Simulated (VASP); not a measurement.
# CsH (Fm-3m) in VASP: a series of runs, part 2 of 2

VASP 6.6.1. Earlier steps stand in the parts before.

**5. Relaxation of cell and atoms, r2SCAN**

The input, POSCAR:

```
CsH
1.0
    3.1880000000      3.1880000000      0.0000000000
   -3.1880000000      3.1880000000      0.0000000000
    0.0000000000      3.1880000000      3.1880000000
Cs H
1 1
Direct
    0.0000000000      0.0000000000      0.0000000000
    0.5000000000      0.5000000000      0.0000000000
```

The input, INCAR.step1:

```
PREC = Accurate
ENCUT = 600
ISMEAR = -1
SIGMA = 0.08
LREAL = False
LASPH = True
NELM = 60
GGA = PE
ALGO = Normal
EDIFF = 1E-4
LWAVE = True
LCHARG = False
```

The input, INCAR.step2:

```
PREC = Accurate
ENCUT = 600
EDIFF = 1E-7
ISMEAR = -1
SIGMA = 0.08
LREAL = False
LASPH = True
NELM = 60
ALGO = Normal
ISIF = 3
LWAVE = False
LCHARG = False
METAGGA = R2SCAN
LMIXTAU = True
IBRION = 2
NSW = 100
EDIFFG = -0.002
ISTART = 1
```

The input, KPOINTS:

```
Automatic mesh
0
Gamma
  10 10 10
```

Potentials or basis: VASP PAW PBE potentials, release 64 (Cs_sv, H).

Command:

```bash
$ cat potpaw_PBE.64/Cs_sv/POTCAR potpaw_PBE.64/H/POTCAR > POTCAR
$ cp INCAR.step1 INCAR
$ mpirun -np 1 vasp_std > vasp.out
$ cp INCAR.step2 INCAR
$ mpirun -np 1 vasp_std > vasp.out
```

OUTCAR:

```text
PREC = Accurate
   ENCUT = 600
   EDIFF = 1E-7
   ISMEAR = -1
   LREAL = False
   LASPH = True
   NELM = 60
   ISIF = 3
   METAGGA = R2SCAN
   IBRION = 2
   NSW = 100
   EDIFFG = -0.002
   ISTART = 1

 ion  position               nearest neighbor table
   1  0.000  0.000  0.000-
   2  0.500  0.500  0.000-

  LATTYP: Found a face centered cubic cell.
 ALAT       =     6.3760000000

  Lattice vectors:

 A1 = (   0.0000000000,   3.1880000000,   3.1880000000)
 A2 = (   3.1880000000,   0.0000000000,   3.1880000000)
 A3 = (   3.1880000000,   3.1880000000,   0.0000000000)

Analysis of symmetry for initial positions (statically):
=====================================================================
 Subroutine PRICEL returns:
 Original cell was already a primitive cell.

 Routine SETGRP: Setting up the symmetry group for a
 face centered cubic supercell.

 Subroutine GETGRP returns: Found 48 space group operations
 (whereof 48 operations were pure point group operations)
 out of a pool of 48 trial point group operations.

The static configuration has the point symmetry O_h .

Analysis of symmetry for dynamics (positions and initial velocities):
=====================================================================
 Subroutine PRICEL returns:
 Original cell was already a primitive cell.

 Routine SETGRP: Setting up the symmetry group for a
 face centered cubic supercell.

 Subroutine GETGRP returns: Found 48 space group operations
 (whereof 48 operations were pure point group operations)
 out of a pool of 48 trial point group operations.

The dynamic configuration has the point symmetry O_h .

 Subroutine INISYM returns: Found 48 space group operations
 (whereof 48 operations are pure point group operations),
 and found     1 'primitive' translations

[... 120 lines left out ...]
   LHFCALC =     F    Hartree Fock is set to
   AEXX    =    0.0000 exact exchange contribution
   IVDW    =     0    specifies the selected vdW correction
   LEPSILON=     F    determine dielectric tensor
   LRPA    =     F    only Hartree local field effects (RPA)
 conjugate gradient relaxation of ions
 non-spin polarized calculation
  energy-cutoff  :      600.00
  volume of cell :       64.80
 maximum number of plane-waves:      2200
   NGX = 17   NGY = 17   NGZ = 17

--------------------------------------- Ionic step        1  -------------------------------------------

 number of electron       9.9999999 magnetization

 Free energy of the ion-electron system (eV)
  ---------------------------------------------------
  ext. energy  EPLUGINS =         0.00000000
  ---------------------------------------------------
  free energy    TOTEN  =       -28.98871594 eV

  energy without entropy =      -28.98871593  energy(sigma->0) =      -28.98871593

------------------------ aborting loop because EDIFF is reached ----------------------------------------

  FORCE on cell =-STRESS in cart. coord.  units (eV):
  Direction    XX          YY          ZZ          XY          YZ          ZX
  --------------------------------------------------------------------------------------
  -------------------------------------------------------------------------------------
  Total        0.0251227      0.0251227      0.0251227      0.0000000      0.0000000      0.0000000
  in kB        0.6211438      0.6211438      0.6211438      0.0000000      0.0000000      0.0000000
  external PRESSURE =       0.6211438 kB  Pullay stress =       0.0000000 kB
[... 59 lines left out ...]
--------------------------------------- Ionic step        3  -------------------------------------------

 number of electron       9.9999999 magnetization

 Free energy of the ion-electron system (eV)
  ---------------------------------------------------
  ext. energy  EPLUGINS =         0.00000000
  ---------------------------------------------------
  free energy    TOTEN  =       -28.98879437 eV

  energy without entropy =      -28.98879436  energy(sigma->0) =      -28.98879436

 E-fermi :   1.2276     XC(G=0):  -7.5319

 val. band max:       -0.1433876949   @ k =   0.5000   0.0000   0.0000
 cond. band min:       2.5274844327   @ k =   0.5000   0.0000   0.0000
 fundamental gap:      2.6708721276
 Fermi energy:         1.2276331493

 k-point     1 :       0.0000    0.0000    0.0000
  band No.  band energies     occupation
      1     -22.2137      2.00000
      2      -8.3054      2.00000
      3      -8.3054      2.00000
      4      -8.3053      2.00000
      5      -1.7796      2.00000
      6       5.5471      0.00000
      7       5.5471      0.00000
      8       5.5471      0.00000
      9       6.1686      0.00000
[... 265 lines left out ...]
 k-point    24 :       0.4000    0.3000    0.0000
  band No.  band energies     occupation
      1     -22.1151      2.00000
      2      -8.9104      2.00000
      3      -8.7402      2.00000
      4      -8.4859      2.00000
      5      -0.7435      2.00000
      6       3.6239      0.00000
      7       4.8654      0.00000
      8       6.2944      0.00000
      9       7.3919      0.00000

 [... further k-points ...]
[... 5 lines left out ...]
  --------------------------------------------------------------------------------------
  -------------------------------------------------------------------------------------
  Total       -0.0008501     -0.0008501     -0.0008501      0.0000000      0.0000000     -0.0000000
  in kB       -0.0208850     -0.0208850     -0.0208850      0.0000000      0.0000000     -0.0000000
  external PRESSURE =      -0.0208850 kB  Pullay stress =       0.0000000 kB
[... 17 lines left out ...]
  FREE ENERGIE OF THE ION-ELECTRON SYSTEM (eV)
  ---------------------------------------------------
  free  energy   TOTEN  =       -28.9887943664 eV

  energy  without entropy=      -28.9887943628  energy(sigma->0) =      -28.98879436

 reached required accuracy - stopping structural energy minimisation
```

It took 3.4 min on 1 thread of AMD EPYC 9R45 (Zen 5), shared host; peak memory 0.22 GiB.

What came out:

```yaml
Free_energy: -28.9888 eV
Relaxed_volume: 32.61 Å³/atom
Relaxed_cell: a = 4.518 Å, b = 4.518 Å, c = 4.518 Å, α = 60.00°, β = 60.00°, γ = 90.00°
Space_group_after_relaxing_to_0.1_Å: Fm-3m (No. 225)
Energy_gained_by_relaxing: 0.0 meV/atom
Ionic_steps: 3
Pressure_after_relaxing: 0.0 GPa
Band_gap_on_the_k_mesh: 2.67 eV
```

Final structure:
```
CELL_PARAMETERS angstrom
3.19478 3.19478 0.00000
-3.19478 3.19478 0.00000
0.00000 3.19478 3.19478
ATOMIC_POSITIONS crystal
Cs 0.00000 0.00000 0.00000
H 0.50000 0.50000 0.00000
```

Caveat: the PAW data sets were made with another functional, which shifts forces and pressure a little; spin-orbit coupling is left out, which moves the levels of the heavy elements. A k mesh can miss the band edges.

**6. Summary**

```csv
cell,k mesh,smearing,gap on the mesh (eV),pressure (GPa)
relaxed to 7 GPa,6 × 6 × 6,gaussian 0.01 eV,2.03,7.0
relaxed to 10 GPa,6 × 6 × 6,gaussian 0.01 eV,1.84,10.0
relaxed to 15 GPa,6 × 6 × 6,gaussian 0.01 eV,1.59,15.0
relaxed,10 × 10 × 10,fermi-dirac 0.08 eV,2.67,0.0
```

Alike in all rows: task relaxation of cell and atoms; level r2SCAN; potentials or basis VASP PAW PBE potentials, release 64 (Cs_sv, H); no spin polarisation; cutoff (eV) 600.

Caveats: the PAW data sets were made with another functional, which shifts forces and pressure a little; spin-orbit coupling is left out, which moves the levels of the heavy elements; the cell is relaxed towards a set pressure, so the run minimises the enthalpy, not the energy (at least some runs); the volume moved by over 15 % at a fixed basis, so the end points are rough (at least some runs).

Total energies depend on the potentials used, so only differences within one code and one set of settings carry meaning.
